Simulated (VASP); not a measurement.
# BAs: single point with PBEsol+D4

BAs:

```xyz
2
Lattice="0.0000 2.3885 2.3885 2.3885 0.0000 2.3885 2.3885 2.3885 0.0000" Properties=species:S:1:pos:R:3 pbc="T T T"
B     0.0000    0.0000    0.0000
As    1.1943    1.1943    1.1943
```

```yaml
Program: VASP 6.6.1
Task: single point
Functional: PBEsol
Dispersion: D4
Potentials_or_basis: VASP PAW PBE potentials, release 64 (B, As)
Cutoff: 520 eV
k_mesh: 8 × 8 × 8
Occupations: gaussian, width 0.01 eV
Spin: no spin polarisation
```

* Pressure: -2.4 GPa
* Band gap on the k mesh: 1.09 eV, indirect (least direct gap 3.24 eV)
* Dispersion energy per atom: -0.212 eV

Levels at points of the mesh, in eV from the valence-band top:
```csv
k point,band 2,band 3,band 4,band 5,band 6,band 7
"(0.00, 0.00, 0.00)",0.00,0.00,0.00,3.24,3.24,3.24
"(0.50, 0.00, 0.00)",-8.83,-1.83,-1.83,2.65,4.73,4.73
"(0.50, 0.50, 0.00)",-8.53,-4.11,-4.11,1.31,1.34,11.34
```

Wall time 7.9 s on 1 thread of Intel Xeon 6975P-C, on a shared host, peak memory 0.16 GiB.

Caveat: the PAW data sets were made with another functional, which shifts forces and pressure a little. Expect the measured gap to be larger: semilocal functionals such as PBEsol lack the derivative discontinuity.
